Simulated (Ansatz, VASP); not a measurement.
**One calculation of ZnS, two programs**

```
Zn S
1.0
     4.02315    0.00000    0.00000
    -2.01157    3.48415    0.00000
     0.00000    0.00000    5.59387
Zn S
2 2
Direct
  0.33333 0.66667 0.00000
  0.66667 0.33333 0.50000
  0.33333 0.66667 0.38500
  0.66667 0.33333 0.88500
```

Alike in both runs: task single point; functional PBE; k mesh 12 × 12 × 6; occupations gaussian, width 0.05 eV; no spin polarisation.

|  | VASP | Ansatz |
| --- | --- | --- |
| version | VASP 6.6.1 | Ansatz 0.2.0 |
| potentials or method | VASP PAW PBE potentials, release 64 (Zn, S), cutoff 520 eV | scalar-relativistic, plane waves, PAW |
| valence electrons in the cell | 36 | 36 |

Ansatz gave:

```
gap on the k mesh at the Fermi level (eV)                     : 1.81
least direct gap on the mesh (eV)                             : 1.81
pressure (GPa)                                                : 4.7
traceless stress, the component that is largest in VASP (GPa) : 15.91
rms of the force components (eV/Å)                            : 0.756
```

Estimate VASP's values.

gap on the k mesh at the Fermi level (eV): 1.80; least direct gap on the mesh (eV): 1.80; pressure (GPa): 4.8; traceless stress, the component that is largest in VASP (GPa): 15.96; rms of the force components (eV/Å): 0.762.

Atom by atom the forces differ by 0.006 eV/Å (rms over components). The functional is the same, so the differences come from potentials, cutoffs and numerics.
